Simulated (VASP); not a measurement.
AlN:

```
Al N
1.0
     3.11300    0.00000    0.00000
    -1.55650    2.69594    0.00000
     0.00000    0.00000    4.98100
Al N
2 2
Direct
  0.33333 0.66667 0.00000
  0.66667 0.33333 0.50000
  0.33333 0.66667 0.38000
  0.66667 0.33333 0.88000
```

| Property | Result |
| --- | --- |
| Program | VASP 6.6.1 |
| Task | relaxation of cell and atoms |
| Functional | LDA |
| Potentials or basis | VASP PAW LDA potentials, release 64 (Al, N) |
| Cutoff | 600 eV |
| k mesh | 12 × 12 × 6 |
| Occupations | fermi-dirac, width 0.1 eV |
| Spin | no spin polarisation |

At the start: pressure -4.2 GPa; volume 10.45 Å³/atom.

Problem. Where does the relaxation end?

Solution. Over 8 steps the energy falls by 3.2 meV/atom and the volume is 10.24 Å³/atom (-2.1 %); space group P6_3mc (No. 186, to 0.1 Å) before and after.

Step by step:
```csv
step,energy change (eV),largest force (eV/Å),pressure (GPa),volume (Å³)
1,0.0000,0.1194,-4.21,41.80
2,-0.0009,0.0854,4.30,40.16
3,-0.0124,0.0200,-0.04,40.96
4,-0.0124,0.0180,0.06,40.94
5,-0.0126,0.0112,0.08,40.93
6,-0.0126,0.0047,0.09,40.93
7,-0.0126,0.0053,-0.09,40.96
8,-0.0126,0.0003,0.00,40.95
```

Final structure:
```yaml
crystal:
  lattice:
    - [3.09126, 0.00000, 0.00000]
    - [-1.54563, 2.67711, 0.00000]
    - [0.00000, 0.00000, 4.94767]
  atoms:
    - { symbol: Al, position: [0.33333, 0.66667, 0.99902] }
    - { symbol: Al, position: [0.66667, 0.33333, 0.49902] }
    - { symbol: N, position: [0.33333, 0.66667, 0.38098] }
    - { symbol: N, position: [0.66667, 0.33333, 0.88098] }
```
